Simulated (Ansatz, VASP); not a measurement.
**MgSi2N2 in VASP and in Ansatz**

Contents of INCAR:

```
PREC = Accurate ; ENCUT = 600
EDIFF = 1E-6 ; ISMEAR = 0
SIGMA = 0.1 ; LREAL = False
LASPH = True ; NELM = 60
ALGO = Normal ; ISIF = 3
LWAVE = False ; LCHARG = False
GGA = PE ; IBRION = 2
NSW = 100 ; EDIFFG = -0.01
```

File KPOINTS:

```
regular mesh
0
Gamma
  12 12 12
```

The input POSCAR:

```
MgSi2N2
1.0
    4.5939553246      0.0000000000      0.0000000000
   -2.2969776623      3.9784820149      0.0000000000
    0.0000000000      0.0000000000      3.4243822813
Mg Si N
1 2 2
Direct
    0.0000000000      0.0000000000      0.0000000000
    0.3333333333      0.6666666667      0.5000000000
    0.6666666667      0.3333333333      0.5000000000
    0.3333333333      0.6666666667      0.0000000000
    0.6666666667      0.3333333333      0.0000000000
```

Input for Ansatz:

```yaml
crystal:
  lattice:
    - [4.5939553246, 0.0, 0.0]
    - [-2.2969776623, 3.9784820149, 0.0]
    - [0.0, 0.0, 3.4243822813]
  atoms:
    - { symbol: Mg, position: [0.0, 0.0, 0.0] }
    - { symbol: Si, position: [0.3333333333, 0.6666666667, 0.5] }
    - { symbol: Si, position: [0.6666666667, 0.3333333333, 0.5] }
    - { symbol: "N", position: [0.3333333333, 0.6666666667, 0.0] }
    - { symbol: "N", position: [0.6666666667, 0.3333333333, 0.0] }
basis:
  ecutwfc: 420
kpoints:
  mp_grid: { grid: [12, 12, 12] }
hamiltonian:
  xc: pbe
scf:
  occupations: { method: gaussian, width: 0.1 }
output:
  forces: true
  stress: true
  eigenvalues: true
  write_density: true
  write_potential: true
  elf: true
  volumetric_format: npy
relax:
  adjacent_minimum: "off"
  f_tol: 0.01
  max_steps: 80
  cell: { stress_tol: 0.05 }
```

Alike in both runs: task relaxation of cell and atoms; functional PBE; k mesh 12 × 12 × 12; occupations gaussian, width 0.1 eV; no spin polarisation.

|  | VASP | Ansatz |
| --- | --- | --- |
| version | VASP 6.6.1 | Ansatz 0.2.0 |
| potentials or method | VASP PAW PBE potentials, release 64 (Mg, Si, N), cutoff 600 eV | scalar-relativistic, plane waves, PAW |
| valence electrons in the cell | 20 | 28 |

|  | VASP | Ansatz | Ansatz less VASP |
| --- | --- | --- | --- |
| gap on the k mesh at the Fermi level, each at its own relaxed structure (eV) | none | none | - |
| relaxed volume (Å³/atom) | 12.53 | 12.58 | +0.050 |
| relaxed cell length with the largest relative difference (Å) | 4.595 | 4.604 | +0.0092 |

A gap of «none» marks a metal or a gap that the smearing closes. VASP's potentials hold 20 valence electrons a cell and Ansatz's 28, so a difference there can come from the potentials and not from the codes.
